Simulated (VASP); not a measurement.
Set up this calculation in VASP 6.6.1, as the native input.

```yaml
Task: single point
Functional: LDA
Potentials_or_basis: VASP PAW LDA potentials, release 64 (Ir_sv_GW, Bi_d)
Cutoff: 500 eV
k_mesh: 10 × 10 × 10
Occupations: gaussian, width 0.05 eV
Spin: no spin polarisation
Dipole_correction: no
Second_run: valence_matched
Further_INCAR_settings: ALGO = Normal; EDIFF = 1e-06; NBANDS = 23
```

The structure of BiIr lies in POSCAR:

```
BiIr
1.0
    0.0000000000      3.0380373730      3.0380373730
    3.0380373730      0.0000000000      3.0380373730
    3.0380373730      3.0380373730      0.0000000000
Ir Bi
1 1
Direct
    0.0000000000      0.0000000000      0.0000000000
    0.2500000000      0.2500000000      0.2500000000
```

These files were run (other wordings do the same):

INCAR

```
SYSTEM = BiIr
PREC = Accurate ; ENCUT = 500
EDIFF = 1E-6 ; ISMEAR = 0
SIGMA = 0.05 ; LREAL = .False.
LASPH = .True. ; NELM = 120
ALGO = Normal ; ISIF = 2
LWAVE = .False. ; LCHARG = .False.
NBANDS = 23 ; GGA_COMPAT = .False.
```

KPOINTS

```
regular mesh
0
Gamma
  10 10 10
  0 0 0
```

Potentials or basis: VASP PAW LDA potentials, release 64 (Ir_sv_GW, Bi_d).

Launch:

```bash
$ cat potpaw_LDA.64/Ir_sv_GW/POTCAR potpaw_LDA.64/Bi_d/POTCAR > POTCAR
$ mpirun -np 1 vasp_std > vasp.out
```

Results of the run:

The pressure is -3.9 GPa. The band gap on the k mesh is zero (band 16 reaches 8.27 eV, above the bottom of band 17 at 5.30 eV).

Caveat: spin-orbit coupling is left out, which moves the levels of the heavy elements.

Run time: 23 s on 1 thread of Intel(R) Xeon(R) Platinum 8559C (Emerald Rapids) (shared host), peak memory 0.18 GiB.
